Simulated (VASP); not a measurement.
# Ti (I4/mmm) in VASP: further runs

Ti is run at these levels: LDA; tasks: single point.

Program: VASP 6.6.1. These are calculated values, not measurements. Logs are shortened: lines on timing, memory, paths and dates and some standing lists are left out, and cuts for length are marked.

## 1. The cell of the first run

It takes space group I4/mmm (No. 139, tetragonal). The conventional cell has a = 3.007 Å, b = 3.007 Å, c = 3.909 Å, α = 90.00°, β = 90.00°, γ = 90.00°. Ti (site symmetry 4/mmm) has 12 Ti at 2.89 to 3.01 Å within 3.8 Å.

## 2. Single point, LDA

Contents of INCAR:

```
SYSTEM = Ti
PREC     = Accurate       ! precision mode
ENCUT    = 520            ! plane-wave cutoff, eV
EDIFF    = 1E-6           ! SCF threshold, eV
ISMEAR   = 0              ! smearing method
SIGMA    = 0.15           ! smearing width, eV
LREAL    = .False.        ! projectors in reciprocal space
LASPH    = .True.         ! aspherical terms in the spheres
NELM     = 100            ! most SCF steps
ALGO     = Fast           ! electronic algorithm
ISIF     = 2              ! what is computed and relaxed
LWAVE    = .False.        ! write WAVECAR
LCHARG   = .False.        ! write CHGCAR
NBANDS   = 12             ! bands
```

Contents of KPOINTS:

```
regular mesh
0
Gamma
  22 22 22
  0 0 0
```

Contents of POSCAR:

```
Ti
1.0
   -1.5035831967      1.5035831967      1.9546581557
    1.5035831967     -1.5035831967      1.9546581557
    1.5035831967      1.5035831967     -1.9546581557
Ti
1
Direct
    0.0000000000      0.0000000000      0.0000000000
```

Potentials or basis: VASP PAW LDA potentials, release 64 (Ti_sv).

Command:

```bash
> cat potpaw_LDA.64/Ti_sv/POTCAR > POTCAR
> mpirun -np 1 vasp_std > vasp.out
```

OUTCAR:

```text
SYSTEM = Ti
   PREC = Accurate
   ENCUT = 520
   EDIFF = 1E-6
   ISMEAR = 0
   LREAL = .False.
   LASPH = .True.
   NELM = 100
   ISIF = 2

 ion  position               nearest neighbor table
   1  0.000  0.000  0.000-

  LATTYP: Found a body centered tetragonal cell.
 ALAT       =     3.0071663934
 C/A-ratio  =     1.3000000000

  Lattice vectors:

 A1 = (  -1.5035831967,   1.5035831967,   1.9546581557)
 A2 = (   1.5035831967,  -1.5035831967,   1.9546581557)
 A3 = (   1.5035831967,   1.5035831967,  -1.9546581557)

Analysis of symmetry for initial positions (statically):
=====================================================================
 Subroutine PRICEL returns:
 Original cell was already a primitive cell.

 Routine SETGRP: Setting up the symmetry group for a
 body centered tetragonal supercell.

 Subroutine GETGRP returns: Found 16 space group operations
 (whereof 16 operations were pure point group operations)
 out of a pool of 16 trial point group operations.

The static configuration has the point symmetry D_4h.

Analysis of symmetry for dynamics (positions and initial velocities):
=====================================================================
 Subroutine PRICEL returns:
 Original cell was already a primitive cell.

 Routine SETGRP: Setting up the symmetry group for a
 body centered tetragonal supercell.

 Subroutine GETGRP returns: Found 16 space group operations
 (whereof 16 operations were pure point group operations)
 out of a pool of 16 trial point group operations.

The dynamic configuration has the point symmetry D_4h.

 Subroutine INISYM returns: Found 16 space group operations
 (whereof 16 operations are pure point group operations),
 and found     1 'primitive' translations

----------------------------------------------------------------------------------------

                                     Primitive cell

  volume of cell :      17.6761

  direct lattice vectors                    reciprocal lattice vectors
    -1.503583197  1.503583197  1.954658156     0.000000000  0.332538965  0.255799204
     1.503583197 -1.503583197  1.954658156     0.332538965  0.000000000  0.255799204
     1.503583197  1.503583197 -1.954658156     0.332538965  0.332538965  0.000000000

  length of vectors
     2.888289003  2.888289003  2.888289003     0.419541888  0.419541888  0.470281114

  position of ions in fractional coordinates (direct lattice)
     0.000000000  0.000000000  0.000000000

  ion indices of the primitive-cell ions
   primitive index   ion index
                 1           1

----------------------------------------------------------------------------------------

 KPOINTS: regular mesh

Automatic generation of k-mesh.
 Grid dimensions read from file:
 generate k-points for:   22   22   22

 Generating k-lattice:

  Cartesian coordinates                     Fractional coordinates (reciprocal lattice)
     0.000000000  0.015115407  0.011627237     0.045454545  0.000000000 -0.000000000
     0.015115407  0.000000000  0.011627237     0.000000000  0.045454545 -0.000000000
     0.015115407  0.015115407  0.000000000     0.000000000  0.000000000  0.045454545

  Length of vectors
     0.019070086  0.019070086  0.021376414

  Shift w.r.t. Gamma in fractional coordinates (k-lattice)
     0.000000000  0.000000000  0.000000000

 Subroutine IBZKPT returns following result:
 ===========================================

 Found    834 irreducible k-points:

 Following reciprocal coordinates:
            Coordinates               Weight
  0.000000  0.000000  0.000000      1.000000
  0.045455  0.000000 -0.000000      8.000000
  0.090909  0.000000 -0.000000      8.000000
  0.136364 -0.000000  0.000000      8.000000
  0.181818  0.000000  0.000000      8.000000
  0.227273  0.000000  0.000000      8.000000
[... 16 lines left out ...]
  0.500000  0.045455  0.000000     16.000000
 -0.454545  0.045455  0.000000     16.000000
 [... further k-points ...]
   k-points           NKPTS =    834   k-points in BZ     NKDIM =    834   number of bands    NBANDS=     12
   number of dos      NEDOS =    301   number of ions     NIONS =      1
   total plane-waves  NPLWV =  13824
   dimension x,y,z NGX =    24 NGY =   24 NGZ =   24
   dimension x,y,z NGXF=    48 NGYF=   48 NGZF=   48
   ions per type =               1
   NGX,Y,Z   is equivalent  to a cutoff of  13.81, 13.81, 13.81 a.u.
   NGXF,Y,Z  is equivalent  to a cutoff of  27.63, 27.63, 27.63 a.u.
 SYSTEM =  Ti
   PREC   = accura    normal or accurate (medium, high low for compatibility)
   ISTART =      0    job   : 0-new  1-cont  2-samecut
   ICHARG =      2    charge: 1-file 2-atom 10-const
   ISPIN  =      1    spin polarized calculation?
   LNONCOLLINEAR =      F non collinear calculations
   LSORBIT =      F    spin-orbit coupling
   LASPH  =      T    aspherical Exc in radial PAW
   ENCUT  =  520.0 eV  38.22 Ry    6.18 a.u.   5.37  5.37  5.37*2*pi/ulx,y,z
   NELM   =    100;   NELMIN=  2; NELMDL= -5     # of ELM steps
   EDIFF  = 0.1E-05   stopping-criterion for ELM
   LREAL  =      F    real-space projection
   EDIFFG = 0.1E-04   stopping-criterion for IOM
   NSW    =      0    number of steps for IOM
   IBRION =     -1    ionic relax: 0-MD 1-quasi-New 2-CG
   NFREE  =      0    steps in history (QN), initial steepest desc. (CG)
   ISIF   =      2    stress and relaxation
   ISYM   =      2    0-nonsym 1-usesym 2-fastsym
   POTIM  = 0.5000    time-step for ionic-motion
   TEBEG  =    0.0;   TEEND  =   0.0 temperature during run
   PSTRESS=    0.0 pullay stress
   NELECT =      12.0000    total number of electrons
   NUPDOWN=      -1.0000    fix difference up-down
   EMIN   =  10.00;   EMAX   =-10.00  energy-range for DOS
   EFERMI =   0.00;   METHOD = LEGACY
   ISMEAR =     0;   SIGMA  =   0.15  broadening in eV -4-tet -1-fermi 0-gaus
   EFERMI_NEDOS =   21; number of points for ismear=-14 and -15
   IALGO  =     68    algorithm
   IMIX   =      4    mixing-type and parameters
     AMIX     =   0.40;   BMIX     =  1.00
     AMIX_MAG =   1.60;   BMIX_MAG =  1.00
  volume/ion in A,a.u.               =      17.68       119.28
  Fermi-wavevector in a.u.,A,eV,Ry     =   1.438821  2.718977 28.166848  2.070205
  Thomas-Fermi vector in A             =   2.557745
   LORBIT       =      0    0 simple, 1 ext, 2 COOP (PROOUT), +10 PAW based schemes
   GGA     = CA    functional components
   LHFCALC =     F    Hartree Fock is set to
   AEXX    =    0.0000 exact exchange contribution
   IVDW    =     0    specifies the selected vdW correction
   LEPSILON=     F    determine dielectric tensor
   LRPA    =     F    only Hartree local field effects (RPA)
 non-spin polarized calculation
 RMM-DIIS sequential band-by-band and
 Gauss-broadening in eV      SIGMA  =   0.15
  energy-cutoff  :      520.00
  volume of cell :       17.68
 maximum number of plane-waves:       499
 NGX is ok and might be reduce to    24
   NGX = 11   NGY = 11   NGZ = 11

 number of electron      11.9999999 magnetization

 Free energy of the ion-electron system (eV)
  ---------------------------------------------------
  ext. energy  EPLUGINS =         0.00000000
  ---------------------------------------------------
  free energy    TOTEN  =        -8.44397669 eV

  energy without entropy =       -8.42142812  energy(sigma->0) =       -8.43270241

 E-fermi :   7.7804     XC(G=0): -11.7005

 val. band max:        7.7803124813   @ k =  -0.2727  -0.2727   0.0455
 cond. band min:       7.7804622403   @ k =   0.3182   0.1364   0.0909
 fundamental gap:      0.0001497590
 Fermi energy:         7.7803961276

 k-point     1 :       0.0000    0.0000    0.0000
  band No.  band energies     occupation
      1     -48.2494      2.00000
      2     -24.5019      2.00000
      3     -24.5019      2.00000
      4     -24.4897      2.00000
      5       1.8230      2.00000
      6       8.4591      0.00000
      7       8.4591      0.00000
      8       9.0657      0.00000
      9       9.8084      0.00000
     10      10.4981      0.00000
     11      23.1638      0.00000
     12      26.7393      0.00000

 k-point     2 :       0.0455    0.0000   -0.0000
  band No.  band energies     occupation
      1     -48.2469      2.00000
      2     -24.5129      2.00000
      3     -24.5044      2.00000
      4     -24.4935      2.00000
      5       1.8894      2.00000
      6       8.4460      0.00000
      7       8.4823      0.00000
      8       9.0617      0.00000
      9       9.7992      0.00000
     10      10.4780      0.00000
     11      23.2129      0.00000
     12      26.4346      0.00000

 k-point     3 :       0.0909    0.0000   -0.0000
  band No.  band energies     occupation
      1     -48.2398      2.00000
      2     -24.5516      2.00000
      3     -24.5116      2.00000
      4     -24.4977      2.00000
      5       2.0856      2.00000
      6       8.3923      0.00000
      7       8.5427      0.00000
      8       9.0666      0.00000
      9       9.7822      0.00000
     10      10.4243      0.00000
     11      23.3128      0.00000
     12      25.5285      0.00000
[... 286 lines left out ...]
 k-point    23 :       0.5000    0.0455    0.0000
  band No.  band energies     occupation
      1     -48.1274      2.00000
      2     -25.1466      2.00000
      3     -24.6282      2.00000
      4     -24.5469      2.00000
      5       5.2995      2.00000
      6       8.1011      0.00250
      7       8.4269      0.00000
      8       8.9351      0.00000
      9      11.1270      0.00000
     10      11.4998      0.00000
     11      15.8412      0.00000
     12      22.1537      0.00000

 k-point    24 :      -0.4545    0.0455    0.0000
  band No.  band energies     occupation
      1     -48.1317      2.00000
      2     -25.1245      2.00000
      3     -24.6227      2.00000
      4     -24.5466      2.00000
      5       5.2245      2.00000
      6       8.1045      0.00225
      7       8.2859      0.00000
      8       8.9627      0.00000
      9      11.0819      0.00000
     10      11.3588      0.00000
     11      16.2542      0.00000
     12      22.2801      0.00000

 [... further k-points ...]
[... 5 lines left out ...]
  --------------------------------------------------------------------------------------
  -------------------------------------------------------------------------------------
  Total       -1.2308102     -1.2308102     -0.9690360      0.0000000      0.0000000      0.0000000
  in kB     -111.5619040   -111.5619040    -87.8344200      0.0000000      0.0000000      0.0000000
  external PRESSURE =    -103.6527427 kB  Pullay stress =       0.0000000 kB

 VOLUME and BASIS-vectors are now :
 -----------------------------------------------------------------------------
  energy-cutoff  :      520.00
  volume of cell :       17.68
      direct lattice vectors                 reciprocal lattice vectors
    -1.503583197  1.503583197  1.954658156     0.000000000  0.332538965  0.255799204
     1.503583197 -1.503583197  1.954658156     0.332538965  0.000000000  0.255799204
     1.503583197  1.503583197 -1.954658156     0.332538965  0.332538965  0.000000000

 POSITION                                       TOTAL-FORCE (eV/Angst)
 -----------------------------------------------------------------------------------
      0.00000      0.00000      0.00000         0.000000      0.000000      0.000000
 -----------------------------------------------------------------------------------
    total drift:                                0.000000      0.000000      0.000000

  FREE ENERGIE OF THE ION-ELECTRON SYSTEM (eV)
  ---------------------------------------------------
  free  energy   TOTEN  =        -8.4439766915 eV

  energy  without entropy=       -8.4214281235  energy(sigma->0) =       -8.43270241
```

Wall time 2 min (1 thread of Intel Xeon 6975P-C (Granite Rapids), shared host); peak memory 0.27 GiB.

What came out:

* Free energy: -8.4440 eV
* Pressure: -10.4 GPa
* Band gap on the k mesh: zero (band 6 reaches 8.60 eV, above the bottom of band 7 at 7.21 eV)

(Part 1 of 2 ends here.)
